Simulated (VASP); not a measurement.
**GaP: electric field gradients with PBEsol**

The system is GaP.

```
CELL_PARAMETERS angstrom
0.00000 2.70696 2.70696
2.70696 0.00000 2.70696
2.70696 2.70696 0.00000
ATOMIC_POSITIONS crystal
Ga 0.00000 0.00000 0.00000
P 0.75000 0.75000 0.75000
```

This cell differs from its parent crystal: volume scaled by 0.98.

```json
{
  "Program": "VASP 6.6.1",
  "Task": "electric field gradients",
  "Functional": "PBEsol",
  "Potentials or basis": "VASP PAW PBE potentials, release 64 (Ga_d, P)",
  "Cutoff": "520 eV",
  "k mesh": "12 × 12 × 12",
  "Occupations": "fermi-dirac, width 0.08 eV",
  "Spin": "no spin polarisation",
  "Dipole correction": "no",
  "Further INCAR settings": "ALGO = Normal; EDIFF = 1e-08; NBANDS = 16"
}
```

```yaml
Pressure: 1.1 GPa
Band_gap_on_the_k_mesh: 1.43 eV, indirect (least direct gap 1.92 eV)
```

Levels at points of the mesh, in eV from the valence-band top:
```
           k point  band 6  band 7  band 8  band 9  band 10  band 11  band 12  band 13
(0.00, 0.00, 0.00)  -12.68    0.00    0.00    0.00     1.92     3.82     3.82     3.82
(0.50, 0.00, 0.00)  -10.52   -6.81   -1.16   -1.16     1.65     4.65     4.65     8.12
(0.50, 0.50, 0.00)   -9.58   -6.90   -2.78   -2.78     1.48     1.70    10.70    10.70
```

It took 19 s on 1 thread of Intel(R) Xeon(R) 6975P-C (Granite Rapids), with other jobs on the host, peak memory 0.18 GiB.

Caveat: without QUAD_EFG the Cq values of the log hold for a quadrupole moment of 1 mb, not for the nuclei; the PAW data sets were made with another functional, which shifts forces and pressure a little. A k mesh can miss the band edges.
